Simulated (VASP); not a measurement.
A run of VASP 6.6.1 is set up as follows.

Contents of INCAR:

```
ALGO = Normal
EDIFF = 1E-7
EDIFFG = -0.005
ENCUT = 600
GGA = PE
IBRION = 2
ISIF = 3
ISMEAR = -1
LASPH = T
LCHARG = F
LREAL = F
LWAVE = F
NELM = 60
NSW = 60
PREC = Accurate
PSTRESS = 1000.0
SIGMA = 0.1
```

Contents of KPOINTS:

```
k-points
0
Gamma
  14 14 14
```

File POSCAR:

```
ZnSe
1.0
    0.0000000000      2.3425846289      2.3425846289
    2.3425846289      0.0000000000      2.3425846289
    2.3425846289      2.3425846289      0.0000000000
Zn Se
1 1
Direct
    0.0000000000      0.0000000000      0.0000000000
    0.2500000000      0.2500000000      0.2500000000
```

Potentials or basis: VASP PAW PBE potentials, release 64 (Zn, Se).

Run with:

```bash
$ cat potpaw_PBE.64/Zn/POTCAR potpaw_PBE.64/Se/POTCAR > POTCAR
$ mpirun -np 1 vasp_std > vasp.out
```

Predict the relaxed volume.

13.90 Å³/atom.

Estimate the band gap on the k mesh.

1.40 eV (least direct gap 3.57 eV).

Final structure:
```yaml
crystal:
  lattice:
    - [0.00000, 2.40443, 2.40443]
    - [2.40443, 0.00000, 2.40443]
    - [2.40443, 2.40443, 0.00000]
  atoms:
    - { symbol: Zn, position: [0.00000, 0.00000, 0.00000] }
    - { symbol: Se, position: [0.25000, 0.25000, 0.25000] }
```

Caveat: the cell is relaxed towards a set pressure, so the run minimises the enthalpy, not the energy. A k mesh can miss the band edges.
